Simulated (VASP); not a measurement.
# Sn3Br2: single point with PBE

Sn3Br2:

```
Sn Br
1.0
     4.59198    0.00000    0.00000
    -2.29599    3.97677    0.00000
     0.00000    0.00000   12.08241
Sn Br
3 2
Direct
  0.00000 0.00000 0.00000
  0.33333 0.66667 0.53717
  0.66667 0.33333 0.46283
  0.33333 0.66667 0.12779
  0.66667 0.33333 0.87221
```

| Quantity | Value |
| --- | --- |
| Program | VASP 6.6.1 |
| Task | single point |
| Functional | PBE |
| Potentials or basis | VASP PAW PBE potentials, release 64 (Sn_d, Br) |
| Cutoff | 500 eV |
| k mesh | 12 × 12 × 4 |
| Occupations | gaussian, width 0.1 eV |
| Spin | no spin polarisation |

```json
{
 "Pressure": "0.0 GPa",
 "Band gap on the k mesh": "zero (bands 28 and 29 overlap by 0.09 eV)"
}
```

Levels at points of the mesh, in eV from the Fermi level:
```tsv
k point	band 25	band 26	band 27	band 28	band 29	band 30	band 31	band 32
(0.00, 0.00, 0.00)	-2.83	-2.82	-0.04	-0.04	-0.04	0.69	1.40	1.40
(0.50, 0.00, 0.00)	-3.30	-2.44	-1.35	-0.91	0.58	0.94	1.73	2.31
(0.00, 0.00, 0.50)	-3.23	-2.59	-0.07	-0.05	-0.05	0.67	1.40	1.40
(0.50, 0.00, 0.50)	-3.29	-2.43	-1.34	-0.95	0.63	0.98	1.74	2.30
```

Run time: 4.9 min on 1 thread of AMD EPYC 9R45 96-Core Processor (Zen 5) (shared host), peak memory 0.58 GiB.

Caveat: spin-orbit coupling is left out, which moves the levels of the heavy elements.
